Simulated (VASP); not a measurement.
The system is TaWC2.

```xyz
4
Lattice="1.6027 0.9253 5.2017 -1.6027 0.9253 5.2017 0.0000 -1.8506 5.2017" Properties=species:S:1:pos:R:3 pbc="T T T"
W     0.0000    0.0000    0.0000
Ta    0.0000    0.0000    7.8025
C     0.0000    0.0000    3.9158
C     0.0000    0.0000   11.6892
```

Base run:

```yaml
Program: VASP 6.6.1
Functional: PBE
Potentials_or_basis: VASP PAW PBE potentials, release 64 (W_sv, Ta_pv, C)
Cutoff: 520 eV
k_mesh: 10 × 10 × 10
Occupations: fermi-dirac, width 0.05 eV
Spin: no spin polarisation
```

Its results: band gap on the k mesh zero (an odd number of electrons rules out a gap without spin polarisation); pressure -19.2 GPa; largest force 0.047 eV/Å.

The run is repeated on the same cell with these changes: functional from PBE to LDA; potentials or basis from VASP PAW PBE potentials, release 64 (W_sv, Ta_pv, C) to VASP PAW LDA potentials, release 64 (W_sv, Ta_pv, C). What comes out?

Band gap on the k mesh zero (an odd number of electrons rules out a gap without spin polarisation); pressure -31.0 GPa; largest force 0.068 eV/Å.

Caveats: the cell stands under tension; spin-orbit coupling is left out, which moves the levels of the heavy elements.
